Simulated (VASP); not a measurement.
# WS2 in VASP: settings compared

WS2 is run at these levels: LDA, PBE; tasks: single point.

All numbers are computed with VASP 6.6.1; they aren't measurements. Logs are shortened: lines on timing, memory, paths and dates and some standing lists are left out, and cuts for length are marked.

## 1. The cell of the first run

The cell holds a slab with vacuum, 12 atoms: a = 3.183 Å, b = 3.183 Å, c = 35.181 Å, α = 90.00°, β = 90.00°, γ = 120.00°.

## 2. Single point, LDA

Contents of INCAR:

```
SYSTEM = WS2
ALGO     = Normal         ! electronic algorithm
EDIFF    = 1E-6           ! SCF threshold, eV
ENCUT    = 520            ! plane-wave cutoff, eV
GGA      = CA             ! functional
ISIF     = 2              ! what is computed and relaxed
ISMEAR   = -1             ! smearing method
LASPH    = .True.         ! aspherical terms in the spheres
LCHARG   = .False.        ! write CHGCAR
LREAL    = .False.        ! projectors in reciprocal space
LWAVE    = .False.        ! write WAVECAR
NBANDS   = 64             ! bands
NELM     = 100            ! most SCF steps
PREC     = Accurate       ! precision mode
SIGMA    = 0.05           ! smearing width, eV
```

Contents of KPOINTS:

```
k-points
0
Gamma
  10 10 1
  0 0 0
```

Contents of POSCAR:

```
WS2
1.0
    3.1831225544      0.0000000000      0.0000000000
   -1.5915612772      2.7566649955      0.0000000000
    0.0000000000      0.0000000000     35.1805582101
W S
4 8
Direct
    0.3333333333      0.6666666667      0.5923166100
    0.3333333333      0.6666666667      0.2234000000
    0.6666666667      0.3333333333      0.7766000000
    0.6666666667      0.3333333333      0.4076833900
    0.3333333333      0.6666666667      0.8211496400
    0.3333333333      0.6666666667      0.4520236900
    0.6666666667      0.3333333333      0.6366210700
    0.6666666667      0.3333333333      0.2677418400
    0.3333333333      0.6666666667      0.7322581600
    0.3333333333      0.6666666667      0.3633789300
    0.6666666667      0.3333333333      0.5479763100
    0.6666666667      0.3333333333      0.1788503600
```

Potentials or basis: VASP PAW LDA potentials, release 64 (W_sv, S).

Started as:

```sh
$ cat potpaw_LDA.64/W_sv/POTCAR potpaw_LDA.64/S/POTCAR > POTCAR
$ mpirun -np 1 vasp_std > vasp.out
```

OUTCAR:

```text
SYSTEM = WS2
   EDIFF = 1E-6
   ENCUT = 520
   GGA = CA
   ISIF = 2
   ISMEAR = -1
   LASPH = .True.
   LREAL = .False.
   NELM = 100
   PREC = Accurate

 ion  position               nearest neighbor table
   1  0.333  0.667  0.592-   7 2.41   7 2.41   7 2.41  11 2.41  11 2.41  11 2.41
   2  0.333  0.667  0.223-   8 2.41   8 2.41   8 2.41  12 2.42  12 2.42  12 2.42
   3  0.667  0.333  0.777-   9 2.41   9 2.41   9 2.41   5 2.42   5 2.42   5 2.42
   4  0.667  0.333  0.408-  10 2.41  10 2.41  10 2.41   6 2.41   6 2.41   6 2.41
   5  0.333  0.667  0.821-   3 2.42   3 2.42   3 2.42
   6  0.333  0.667  0.452-   4 2.41   4 2.41   4 2.41
   7  0.667  0.333  0.637-   1 2.41   1 2.41   1 2.41
   8  0.667  0.333  0.268-   2 2.41   2 2.41   2 2.41
   9  0.333  0.667  0.732-   3 2.41   3 2.41   3 2.41
  10  0.333  0.667  0.363-   4 2.41   4 2.41   4 2.41
  11  0.667  0.333  0.548-   1 2.41   1 2.41   1 2.41
  12  0.667  0.333  0.179-   2 2.42   2 2.42   2 2.42

  LATTYP: Found a hexagonal cell.
 ALAT       =     3.1831225544
 C/A-ratio  =    11.0522160579

  Lattice vectors:

 A1 = (   3.1831225544,   0.0000000000,   0.0000000000)
 A2 = (  -1.5915612772,   2.7566649955,   0.0000000000)
 A3 = (   0.0000000000,   0.0000000000,  35.1805582101)

Analysis of symmetry for initial positions (statically):
=====================================================================
 Subroutine PRICEL returns:
 Original cell was already a primitive cell.

 Routine SETGRP: Setting up the symmetry group for a
 hexagonal supercell.

 Subroutine GETGRP returns: Found 12 space group operations
 (whereof 12 operations were pure point group operations)
 out of a pool of 24 trial point group operations.

The static configuration has the point symmetry D_3d.

Analysis of symmetry for dynamics (positions and initial velocities):
=====================================================================
 Subroutine PRICEL returns:
 Original cell was already a primitive cell.

 Routine SETGRP: Setting up the symmetry group for a
 hexagonal supercell.

 Subroutine GETGRP returns: Found 12 space group operations
 (whereof 12 operations were pure point group operations)
 out of a pool of 24 trial point group operations.

The dynamic configuration has the point symmetry D_3d.

 Subroutine INISYM returns: Found 12 space group operations
 (whereof 12 operations are pure point group operations),
 and found     1 'primitive' translations

----------------------------------------------------------------------------------------

                                     Primitive cell

  volume of cell :     308.7025

  direct lattice vectors                    reciprocal lattice vectors
     3.183122554  0.000000000  0.000000000     0.314156927  0.181378586  0.000000000
    -1.591561277  2.756664995  0.000000000     0.000000000  0.362757173  0.000000000
     0.000000000  0.000000000 35.180558210     0.000000000  0.000000000  0.028424791

  length of vectors
     3.183122554  3.183122554 35.180558210     0.362757173  0.362757173  0.028424791

  position of ions in fractional coordinates (direct lattice)
     0.333333333  0.666666667  0.592316610
     0.333333333  0.666666667  0.223400000
     0.666666667  0.333333333  0.776600000
     0.666666667  0.333333333  0.407683390
     0.333333333  0.666666667  0.821149640
     0.333333333  0.666666667  0.452023690
     0.666666667  0.333333333  0.636621070
     0.666666667  0.333333333  0.267741840
     0.333333333  0.666666667  0.732258160
     0.333333333  0.666666667  0.363378930
     0.666666667  0.333333333  0.547976310
     0.666666667  0.333333333  0.178850360

  ion indices of the primitive-cell ions
   primitive index   ion index
                 1           1
                 2           2
                 3           3
                 4           4
                 5           5
                 6           6
                 7           7
                 8           8
                 9           9
                10          10
                11          11
                12          12

----------------------------------------------------------------------------------------

 KPOINTS: k-points

Automatic generation of k-mesh.
 Grid dimensions read from file:
 generate k-points for:   10   10    1

 Generating k-lattice:

  Cartesian coordinates                     Fractional coordinates (reciprocal lattice)
     0.031415693  0.018137859  0.000000000     0.100000000  0.000000000  0.000000000
     0.000000000  0.036275717  0.000000000     0.000000000  0.100000000  0.000000000
     0.000000000  0.000000000  0.028424791     0.000000000  0.000000000  1.000000000

  Length of vectors
     0.036275717  0.036275717  0.028424791

  Shift w.r.t. Gamma in fractional coordinates (k-lattice)
     0.000000000  0.000000000  0.000000000

 Subroutine IBZKPT returns following result:
 ===========================================

 Found     14 irreducible k-points:

 Following reciprocal coordinates:
            Coordinates               Weight
  0.000000  0.000000  0.000000      1.000000
  0.100000  0.000000  0.000000      6.000000
  0.200000  0.000000  0.000000      6.000000
  0.300000  0.000000  0.000000      6.000000
  0.400000 -0.000000  0.000000      6.000000
  0.500000  0.000000  0.000000      3.000000
  0.100000  0.100000  0.000000      6.000000
  0.200000  0.100000  0.000000     12.000000
  0.300000  0.100000  0.000000     12.000000
  0.400000  0.100000  0.000000     12.000000
  0.200000  0.200000  0.000000      6.000000
  0.300000  0.200000  0.000000     12.000000
  0.400000  0.200000  0.000000      6.000000
  0.300000  0.300000  0.000000      6.000000
   k-points           NKPTS =     14   k-points in BZ     NKDIM =     14   number of bands    NBANDS=     64
   number of dos      NEDOS =    301   number of ions     NIONS =     12
   total plane-waves  NPLWV = 155520
   dimension x,y,z NGX =    24 NGY =   24 NGZ =  270
   dimension x,y,z NGXF=    48 NGYF=   48 NGZF=  540
   ions per type =               4   8
   NGX,Y,Z   is equivalent  to a cutoff of  12.53, 12.53, 12.76 a.u.
   NGXF,Y,Z  is equivalent  to a cutoff of  25.07, 25.07, 25.52 a.u.
 SYSTEM =  WS2
   PREC   = accura    normal or accurate (medium, high low for compatibility)
   ISTART =      0    job   : 0-new  1-cont  2-samecut
   ICHARG =      2    charge: 1-file 2-atom 10-const
   ISPIN  =      1    spin polarized calculation?
   LNONCOLLINEAR =      F non collinear calculations
   LSORBIT =      F    spin-orbit coupling
   LASPH  =      T    aspherical Exc in radial PAW
   ENCUT  =  520.0 eV  38.22 Ry    6.18 a.u.   5.92  5.92 65.41*2*pi/ulx,y,z
   NELM   =    100;   NELMIN=  2; NELMDL= -5     # of ELM steps
   EDIFF  = 0.1E-05   stopping-criterion for ELM
   LREAL  =      F    real-space projection
   EDIFFG = 0.1E-04   stopping-criterion for IOM
   NSW    =      0    number of steps for IOM
   IBRION =     -1    ionic relax: 0-MD 1-quasi-New 2-CG
   NFREE  =      0    steps in history (QN), initial steepest desc. (CG)
   ISIF   =      2    stress and relaxation
   ISYM   =      2    0-nonsym 1-usesym 2-fastsym
   POTIM  = 0.5000    time-step for ionic-motion
   TEBEG  =    0.0;   TEEND  =   0.0 temperature during run
   PSTRESS=    0.0 pullay stress
   NELECT =     104.0000    total number of electrons
   NUPDOWN=      -1.0000    fix difference up-down
   EMIN   =  10.00;   EMAX   =-10.00  energy-range for DOS
   EFERMI =   0.00;   METHOD = LEGACY
   ISMEAR =    -1;   SIGMA  =   0.05  broadening in eV -4-tet -1-fermi 0-gaus
   EFERMI_NEDOS =   21; number of points for ismear=-14 and -15
   IALGO  =     38    algorithm
   IMIX   =      4    mixing-type and parameters
     AMIX     =   0.40;   BMIX     =  1.00
     AMIX_MAG =   1.60;   BMIX_MAG =  1.00
  volume/ion in A,a.u.               =      25.73       173.60
  Fermi-wavevector in a.u.,A,eV,Ry     =   1.139128  2.152640 17.655096  1.297613
  Thomas-Fermi vector in A             =   2.275832
   LORBIT       =      0    0 simple, 1 ext, 2 COOP (PROOUT), +10 PAW based schemes
   GGA     = CA    functional components
   LHFCALC =     F    Hartree Fock is set to
   AEXX    =    0.0000 exact exchange contribution
   IVDW    =     0    specifies the selected vdW correction
   LEPSILON=     F    determine dielectric tensor
   LRPA    =     F    only Hartree local field effects (RPA)
 non-spin polarized calculation
  energy-cutoff  :      520.00
  volume of cell :      308.70
 maximum number of plane-waves:      8358
 NGX is ok and might be reduce to    24
   NGX = 11   NGY = 11   NGZ =131

 number of electron     104.0000000 magnetization

 Free energy of the ion-electron system (eV)
  ---------------------------------------------------
  ext. energy  EPLUGINS =         0.00000000
  ---------------------------------------------------
  free energy    TOTEN  =      -104.72587886 eV

  energy without entropy =     -104.72587871  energy(sigma->0) =     -104.72587878

 E-fermi :   3.8342     XC(G=0):  -8.2177

 val. band max:        3.2203822091   @ k =   0.0000   0.0000   0.0000
 cond. band min:       4.5796483236   @ k =   0.2000   0.2000   0.0000
 fundamental gap:      1.3592661146
 Fermi energy:         3.8342189418

 k-point     1 :       0.0000    0.0000    0.0000
  band No.  band energies     occupation
      1     -70.7996      2.00000
      2     -70.7996      2.00000
      3     -70.7979      2.00000
      4     -70.7979      2.00000
      5     -35.3063      2.00000
      6     -35.3063      2.00000
[... 56 lines left out ...]
     63       5.8328      0.00000
     64       5.8356      0.00000

 k-point     2 :       0.1000    0.0000    0.0000
  band No.  band energies     occupation
      1     -70.7979      2.00000
      2     -70.7979      2.00000
      3     -70.7963      2.00000
      4     -70.7963      2.00000
      5     -35.3003      2.00000
      6     -35.3003      2.00000
[... 860 lines left out ...]
     63       6.6583      0.00000
     64       6.6984      0.00000

------------------------ aborting loop because EDIFF is reached ----------------------------------------

  FORCE on cell =-STRESS in cart. coord.  units (eV):
  Direction    XX          YY          ZZ          XY          YZ          ZX
  --------------------------------------------------------------------------------------
  -------------------------------------------------------------------------------------
  Total       -8.5860500     -8.5860500     -5.8210533      0.0000000      0.0000000     -0.0000000
  in kB      -44.5619224    -44.5619224    -30.2114853      0.0000000      0.0000000     -0.0000000
  external PRESSURE =     -39.7784434 kB  Pullay stress =       0.0000000 kB

 VOLUME and BASIS-vectors are now :
 -----------------------------------------------------------------------------
  energy-cutoff  :      520.00
  volume of cell :      308.70
      direct lattice vectors                 reciprocal lattice vectors
     3.183122554  0.000000000  0.000000000     0.314156927  0.181378586  0.000000000
    -1.591561277  2.756664995  0.000000000     0.000000000  0.362757173  0.000000000
     0.000000000  0.000000000 35.180558210     0.000000000  0.000000000  0.028424791

 POSITION                                       TOTAL-FORCE (eV/Angst)
 -----------------------------------------------------------------------------------
     -0.00000      1.83778     20.83803         0.000000     -0.000000     -0.020178
     -0.00000      1.83778      7.85934         0.000000     -0.000000     -0.123151
      1.59156      0.91889     27.32122        -0.000000     -0.000000      0.123151
      1.59156      0.91889     14.34253        -0.000000      0.000000      0.020178
     -0.00000      1.83778     28.88850         0.000000     -0.000000     -0.494414
     -0.00000      1.83778     15.90245         0.000000      0.000000     -0.271878
      1.59156      0.91889     22.39668         0.000000      0.000000     -0.251624
      1.59156      0.91889      9.41931         0.000000      0.000000     -0.287858
     -0.00000      1.83778     25.76125        -0.000000     -0.000000      0.287858
     -0.00000      1.83778     12.78387        -0.000000     -0.000000      0.251624
      1.59156      0.91889     19.27811        -0.000000     -0.000000      0.271878
      1.59156      0.91889      6.29206        -0.000000      0.000000      0.494414
 -----------------------------------------------------------------------------------
    total drift:                                0.000000     -0.000000      0.000000

  FREE ENERGIE OF THE ION-ELECTRON SYSTEM (eV)
  ---------------------------------------------------
  free  energy   TOTEN  =      -104.7258788599 eV

  energy  without entropy=     -104.7258787073  energy(sigma->0) =     -104.72587878
```

Run time: 16 min. Hardware: 1 thread of Oxide Virtual Turin-like, shared host; peak memory 0.39 GiB.

Results:

* Free energy: -104.7259 eV
* Largest force: 0.494 eV/Å
* Band gap on the k mesh: 1.36 eV, indirect (least direct gap 2.09 eV)

Forces in eV/Å, atoms in the order of the input:
```
W    0.000  0.000 -0.020
W    0.000  0.000 -0.123
W    0.000  0.000  0.123
W    0.000  0.000  0.020
S    0.000  0.000 -0.494
S    0.000  0.000 -0.272
S    0.000  0.000 -0.252
S    0.000  0.000 -0.288
S    0.000  0.000  0.288
S    0.000  0.000  0.252
S    0.000  0.000  0.272
S    0.000  0.000  0.494
```

Caveat: spin-orbit coupling is left out, which moves the levels of the heavy elements.

## 3. Single point, PBE

Contents of INCAR:

```
SYSTEM = WS2
  PREC = Accurate
  ENCUT = 520
  EDIFF = 1E-6
  ISMEAR = -1
  SIGMA = 0.05
  LREAL = .False.
  LASPH = .True.
  NELM = 60
  ALGO = Normal
  ISIF = 2
  LWAVE = .False.
  LCHARG = .False.
  GGA = PE
  NBANDS = 64
```

Contents of KPOINTS:

```
regular mesh
0
Gamma
  10 10 1
  0 0 0
```

POSCAR is that of step 2.

Potentials or basis: VASP PAW PBE potentials, release 64 (W_sv, S).

Started as:

```sh
$ cat potpaw_PBE.64/W_sv/POTCAR potpaw_PBE.64/S/POTCAR > POTCAR
$ mpirun -np 1 vasp_std > vasp.out
```

Wall time 14 min (1 thread of Oxide Virtual Turin-like, shared host); peak memory 0.46 GiB.

It converged, with:

* Free energy: -94.6574 eV
* Largest force: 0.235 eV/Å
* Band gap on the k mesh: 1.44 eV, indirect (least direct gap 2.11 eV)

Forces in eV/Å, atoms in the order of the input:
```
W    0.000  0.000 -0.021
W    0.000  0.000 -0.135
W    0.000  0.000  0.135
W    0.000  0.000  0.021
S    0.000  0.000  0.123
S    0.000  0.000  0.216
S    0.000  0.000  0.235
S    0.000  0.000  0.197
S    0.000  0.000 -0.197
S    0.000  0.000 -0.235
S    0.000  0.000 -0.216
S    0.000  0.000 -0.123
```

Levels at points of the mesh, in eV from the valence-band top:
| k point | band 50 | band 51 | band 52 | band 53 | band 54 | band 55 |
| --- | --- | --- | --- | --- | --- | --- |
| (0.00, 0.00, 0.00) | -0.47 | -0.18 | 0.00 | 2.43 | 2.43 | 2.43 |
| (0.50, 0.00, 0.00) | -1.40 | -1.37 | -1.35 | 2.38 | 2.39 | 2.40 |

Caveat: spin-orbit coupling is left out, which moves the levels of the heavy elements.
